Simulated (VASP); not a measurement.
Input of a VASP 6.6.1 run:

POSCAR

```
Fe
1.0
   -1.4713013028      1.4713013028      1.4713013028
    1.4713013028     -1.4713013028      1.4713013028
    1.4713013028      1.4713013028     -1.4713013028
Fe
1
Direct
    0.0000000000      0.0000000000      0.0000000000
```

File INCAR.step1:

```
SYSTEM = Fe
  PREC = Accurate
  ENCUT = 520
  ISMEAR = -1
  SIGMA = 0.05
  LREAL = .FALSE.
  LASPH = .TRUE.
  NELM = 150
  ISPIN = 2
  MAGMOM = 3
  LMAXMIX = 4
  NBANDS = 14
  GGA = PE
  ALGO = Normal
  EDIFF = 1E-4
  LWAVE = .TRUE.
  LCHARG = .FALSE.
```

The input INCAR.step2:

```
SYSTEM = Fe
  PREC = Accurate
  ENCUT = 520
  EDIFF = 1E-6
  ISMEAR = -1
  SIGMA = 0.05
  LREAL = .FALSE.
  LASPH = .TRUE.
  NELM = 150
  ALGO = Normal
  ISIF = 2
  LWAVE = .FALSE.
  LCHARG = .TRUE.
  ISPIN = 2
  MAGMOM = 3
  LORBIT = 11
  LMAXMIX = 4
  METAGGA = R2SCAN
  LMIXTAU = .TRUE.
  IVDW = 13
  VDW_S6 = 1.0
  VDW_S8 = 0.6018749
  VDW_A1 = 0.51559235
  VDW_A2 = 5.77342911
  LELF = .TRUE.
  LVHAR = .TRUE.
  NBANDS = 14
  ISTART = 1
```

KPOINTS

```
Automatic mesh
0
G
  13 13 13
  0 0 0
```

Potentials or basis: VASP PAW PBE potentials, release 64 (Fe).

The run is started by

```console
$ cat potpaw_PBE.64/Fe/POTCAR > POTCAR
$ cp INCAR.step1 INCAR
$ mpirun -np 1 vasp_std > vasp.out
$ cp INCAR.step2 INCAR
$ mpirun -np 1 vasp_std > vasp.out
```

Problem. Predict the net moment.

Solution. 2.67 μB per cell.

Problem. Predict the dispersion energy per atom.

Solution. -0.108 eV.

Problem. What does it give for the site moments?

Solution. Fe +2.77 μB.

Caveat: the cell stands under tension.
